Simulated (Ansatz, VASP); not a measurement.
**MoS2: VASP beside Ansatz**

INCAR

```
  ALGO = Normal
  EDIFF = 1E-6
  ENCUT = 520
  GGA = PE
  ISIF = 2
  ISMEAR = 0
  IVDW = 12
  LASPH = T
  LCHARG = F
  LREAL = F
  LWAVE = F
  NBANDS = 35
  NELM = 60
  PREC = Accurate
  SIGMA = 0.02
```

File KPOINTS:

```
k-points
0
Gamma
  12 12 4
```

POSCAR

```
MoS2
1.0
    3.1496144066      0.0000000000      0.0000000000
   -1.5748072033      2.7276460883      0.0000000000
    0.0000000000      0.0000000000     12.0877483155
S Mo
4 2
Direct
    0.3333333333      0.6666666667      0.1202250824
    0.6666666667      0.3333333333      0.6207160302
    0.6666666667      0.3333333333      0.8797749176
    0.3333333333      0.6666666667      0.3792839698
    0.3333333333      0.6666666667      0.7502463924
    0.6666666667      0.3333333333      0.2497536076
```

Input for Ansatz:

```yaml
crystal:
  lattice:
    - [3.1496144066, 0.0, 0.0]
    - [-1.5748072033, 2.7276460883, 0.0]
    - [0.0, 0.0, 12.0877483155]
  atoms:
    - { symbol: S, position: [0.3333333333, 0.6666666667, 0.1202250824] }
    - { symbol: S, position: [0.6666666667, 0.3333333333, 0.6207160302] }
    - { symbol: S, position: [0.6666666667, 0.3333333333, 0.8797749176] }
    - { symbol: S, position: [0.3333333333, 0.6666666667, 0.3792839698] }
    - { symbol: Mo, position: [0.3333333333, 0.6666666667, 0.7502463924] }
    - { symbol: Mo, position: [0.6666666667, 0.3333333333, 0.2497536076] }
basis:
  ecutwfc: 420
kpoints:
  mp_grid: { grid: [12, 12, 4] }
  band_path: { path: [VBM, CBM], npoints: 2 }
hamiltonian:
  xc: pbe
  dispersion: d3bj
scf:
  occupations: { method: gaussian, width: 0.02 }
output:
  forces: true
  stress: true
  eigenvalues: true
checkpoint:
  read: start.run
  write: ck
  compress: false
  write_wavefunctions: false
  write_every: 100000
```

Alike in both runs: task single point; functional PBE; dispersion D3(BJ); k mesh 12 × 12 × 4; occupations gaussian, width 0.02 eV; no spin polarisation.

|  | VASP | Ansatz |
| --- | --- | --- |
| version | VASP 6.6.1 | Ansatz 0.2.0 |
| potentials or method | VASP PAW PBE potentials, release 64 (S, Mo_sv), cutoff 520 eV | scalar-relativistic, plane waves, PAW |
| valence electrons in the cell | 52 | 52 |

```tsv
	VASP	Ansatz	Ansatz less VASP
gap on the k mesh at the Fermi level (eV)	0.80	0.78	-0.016
least direct gap on the mesh (eV)	1.70	1.70	-0.004
pressure (GPa)	-0.2	0.0	+0.15
rms of the force components (eV/Å)	0.007	0.001	-0.0052
```

Atom by atom the forces differ by 0.006 eV/Å (rms over components).
